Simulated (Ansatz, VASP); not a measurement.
# LiF in VASP and in Ansatz

```xyz
4
Lattice="3.1169 0.0000 0.0000 -1.5584 2.6993 0.0000 0.0000 0.0000 4.8230" Properties=species:S:1:pos:R:3 pbc="T T T"
Li    0.0000    1.7995    1.8684
Li    1.5584    0.8998    4.2799
F     0.0000    1.7995    4.7633
F     1.5584    0.8998    2.3517
```

Alike in both runs: task single point; functional PBEsol; k mesh 9 × 9 × 6; occupations gaussian, width 0.02 eV; no spin polarisation.

|  | VASP | Ansatz |
| --- | --- | --- |
| version | VASP 6.6.1 | Ansatz 0.2.0 |
| potentials or method | VASP PAW PBE potentials, release 64 (Li_sv, F), cutoff 520 eV | scalar-relativistic, plane waves, PAW |
| valence electrons in the cell | 20 | 20 |

```csv
,VASP,Ansatz,Ansatz less VASP
gap on the k mesh at the Fermi level (eV),7.46,7.47,+0.012
least direct gap on the mesh (eV),7.46,7.47,+0.012
rms of the force components (eV/Å),0.062,0.060,-0.0020
```

VASP's potentials were made for PBE, not for PBEsol. Atom by atom the forces differ by 0.002 eV/Å (rms over components). With one functional, cell and mesh, what is left measures potentials, basis and numerics.

Noted on VASP's run: the cutoff is short for stress, so the pressure is rough.
